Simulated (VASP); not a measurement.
Write the native input for VASP 6.6.1 that does the following.

```
Task                   : relaxation of cell and atoms
Functional             : LDA
Potentials or basis    : VASP PAW LDA potentials, release 64 (Be, Te)
Cutoff                 : 600 eV
k mesh                 : 16 × 16 × 16
Occupations            : fermi-dirac, width 0.08 eV
Spin                   : no spin polarisation
Dipole correction      : no
Further INCAR settings : ALGO = Normal; EDIFF = 1e-07; IBRION = 2; EDIFFG = -0.002; NSW = 100; ISIF = 3
```

The structure of BeTe lies in POSCAR:

```
BeTe
1.0
    0.0000000000      2.7700000000      2.7700000000
    2.7700000000      0.0000000000      2.7700000000
    2.7700000000      2.7700000000      0.0000000000
Be Te
1 1
Direct
    0.0000000000      0.0000000000      0.0000000000
    0.7500000000      0.7500000000      0.7500000000
```

One way to write it, as run:

INCAR

```
PREC = Accurate ; ENCUT = 600
EDIFF = 1E-7 ; ISMEAR = -1
SIGMA = 0.08 ; LREAL = False
LASPH = True ; NELM = 80
ALGO = Normal ; ISIF = 3
LWAVE = False ; LCHARG = False
GGA = CA ; IBRION = 2
NSW = 100 ; EDIFFG = -0.002
```

KPOINTS

```
Automatic mesh
0
Gamma
  16 16 16
```

Potentials or basis: VASP PAW LDA potentials, release 64 (Be, Te).

Command:

```sh
$ cat potpaw_LDA.64/Be/POTCAR potpaw_LDA.64/Te/POTCAR > POTCAR
$ mpirun -np 1 vasp_std > vasp.out
```

It gave:

| Item | Value |
| --- | --- |
| Relaxed volume | 21.51 Å³/atom |
| Relaxed cell | a = 3.933 Å, b = 3.933 Å, c = 3.933 Å, α = 60.00°, β = 60.00°, γ = 60.00° |
| Space group after relaxing (to 0.05 Å) | F-43m (No. 216) |
| Energy gained by relaxing | 0.6 meV/atom |
| Ionic steps | 3 |
| Pressure after relaxing | 0.0 GPa |
| Band gap on the k mesh | 1.78 eV, indirect (least direct gap 3.55 eV) |

Caveat: spin-orbit coupling is left out, which moves the levels of the heavy elements.

Wall time 31 s on 1 thread of Intel(R) Xeon(R) 6975P-C (Granite Rapids) (shared host), peak memory 0.21 GiB.
